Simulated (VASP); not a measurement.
Here is a VASP 6.6.1 calculation.

INCAR

```
ALGO     = Normal         # electronic algorithm
EDIFF    = 1E-6           # SCF threshold, eV
ENCUT    = 520            # plane-wave cutoff, eV
ISIF     = 2              # what is computed and relaxed
ISMEAR   = -1             # smearing method
ISPIN    = 2              # spin polarisation
LASPH    = T              # aspherical terms in the spheres
LCHARG   = F              # write CHGCAR
LMAXMIX  = 4              # l up to which the mixer works
LORBIT   = 11             # projections on sites
LREAL    = F              # projectors in reciprocal space
LWAVE    = F              # write WAVECAR
MAGMOM   = 0 0.6          # initial moments
NBANDS   = 22             # bands
NELM     = 150            # most SCF steps
NUPDOWN  = 0.6            # fixed moment
PREC     = Accurate       # precision mode
SIGMA    = 0.1            # smearing width, eV
```

The input KPOINTS:

```
k-points
0
Gamma
  9 9 5
```

The input POSCAR:

```
CaY
1.0
    1.9766574348     -2.9332380000      0.0000000000
    1.9766574348      2.9332380000      0.0000000000
   -0.0302115573      0.0000000000      6.1761332710
Ca Y
1 1
Direct
    0.0000000000      0.0000000000      0.0000000000
    0.5000000000      0.5000000000      0.5000000000
```

Potentials or basis: VASP PAW LDA potentials, release 64 (Ca_sv, Y_sv).

Launch:

```console
$ cat potpaw_LDA.64/Ca_sv/POTCAR potpaw_LDA.64/Y_sv/POTCAR > POTCAR
$ mpirun -np 1 vasp_std > vasp.out
```

(1) Predict the pressure.

## Answers

(1) -2.4 GPa.

Caveat: the total moment is fixed, so each spin has its own Fermi level and the state may be an excited one.
